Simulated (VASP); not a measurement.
Here is a VASP 6.6.1 calculation.

The input INCAR:

```
SYSTEM = K
PREC = Accurate ; ENCUT = 520
EDIFF = 1E-6 ; ISMEAR = -1
SIGMA = 0.08 ; LREAL = .False.
LASPH = .True. ; NELM = 100
ALGO = Normal ; ISIF = 2
LWAVE = .False. ; LCHARG = .False.
GGA = PS ; NBANDS = 10
```

KPOINTS

```
regular mesh
0
Gamma
  10 10 10
  0 0 0
```

File POSCAR:

```
K
1.0
   -2.6180000000      2.6180000000      2.5656400000
    2.6180000000     -2.6180000000      2.5656400000
    2.6180000000      2.6180000000     -2.5656400000
K
1
Direct
    0.0000000000      0.0000000000      0.0000000000
```

Potentials or basis: VASP PAW PBE potentials, release 64 (K_sv).

Launch:

```sh
$ cat potpaw_PBE.64/K_sv/POTCAR > POTCAR
$ mpirun -np 1 vasp_std > vasp.out
```

**Question.** Estimate the pressure.

**Answer.** 0.0 GPa.

**Question.** What does it give for the band gap on the k mesh?

**Answer.** Zero (an odd number of electrons rules out a gap without spin polarisation).

Caveat: the cell differs from its parent crystal (zz strain of -2 %); the PAW data sets were made with another functional, which shifts forces and pressure a little.
